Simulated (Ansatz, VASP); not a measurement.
**One calculation of TaN, two programs**

POSCAR

```
TaN
1.0
    2.9361543272      0.0000000000      0.0000000000
   -1.4680771636      2.5427842368      0.0000000000
    0.0000000000      0.0000000000      3.1153880370
Ta N
1 1
Direct
    0.3333333333      0.6666666667      0.5000000000
    0.0000000000      0.0000000000      0.0000000000
```

The input INCAR.step1:

```
  PREC = Accurate
  ENCUT = 520
  ISMEAR = 0
  SIGMA = 0.15
  LREAL = False
  LASPH = True
  NELM = 100
  NBANDS = 15
  GGA = PE
  ALGO = Normal
  EDIFF = 1E-4
  LWAVE = True
  LCHARG = False
```

The input INCAR.step2:

```
  PREC = Accurate
  ENCUT = 520
  EDIFF = 1E-6
  ISMEAR = 0
  SIGMA = 0.15
  LREAL = False
  LASPH = True
  NELM = 100
  ALGO = Normal
  ISIF = 2
  LWAVE = False
  LCHARG = True
  METAGGA = R2SCAN
  LMIXTAU = True
  LELF = True
  LVHAR = True
  NBANDS = 15
  ISTART = 1
```

KPOINTS

```
regular mesh
0
Gamma
  24 24 20
```

Input for Ansatz:

```yaml
crystal:
  lattice:
    - [2.9361543272, 0.0, 0.0]
    - [-1.4680771636, 2.5427842368, 0.0]
    - [0.0, 0.0, 3.115388037]
  atoms:
    - { symbol: Ta, position: [0.3333333333, 0.6666666667, 0.5] }
    - { symbol: "N", position: [0.0, 0.0, 0.0] }
basis:
  ecutwfc: 500
kpoints:
  mp_grid: { grid: [24, 24, 20] }
hamiltonian:
  xc: r2scan
scf:
  occupations: { method: gaussian, width: 0.15 }
output:
  forces: true
  stress: true
  eigenvalues: true
```

Change from the starting cell: strain +0.000 along x and y, +0.080 along z, atoms carried along.

Alike in both runs: task single point; functional r2SCAN; k mesh 24 × 24 × 20; occupations gaussian, width 0.15 eV; no spin polarisation.

```csv
,VASP,Ansatz
version,VASP 6.6.1,Ansatz 0.2.0
potentials or method,"VASP PAW PBE potentials, release 64 (Ta_pv, N), cutoff 520 eV","scalar-relativistic, plane waves, PAW"
valence electrons in the cell,16,18
```

Ansatz gave:

| Quantity | Value |
| --- | --- |
| gap on the k mesh at the Fermi level (eV) | none |
| pressure (GPa) | -23.9 |
| traceless stress, the component that is largest in VASP (GPa) | -31.04 |

What did VASP give for the same quantities?

gap on the k mesh at the Fermi level (eV): none; pressure (GPa): -22.7; traceless stress, the component that is largest in VASP (GPa): -30.91.

VASP's potentials were made for PBE, not for r2SCAN. A gap of «none» marks a metal or a gap that the smearing closes. With one functional, cell and mesh, what is left measures potentials, basis and numerics. VASP's potentials hold 16 valence electrons a cell and Ansatz's 18, so a difference there can come from the potentials and not from the codes.

Neither program's run includes spin-orbit coupling.
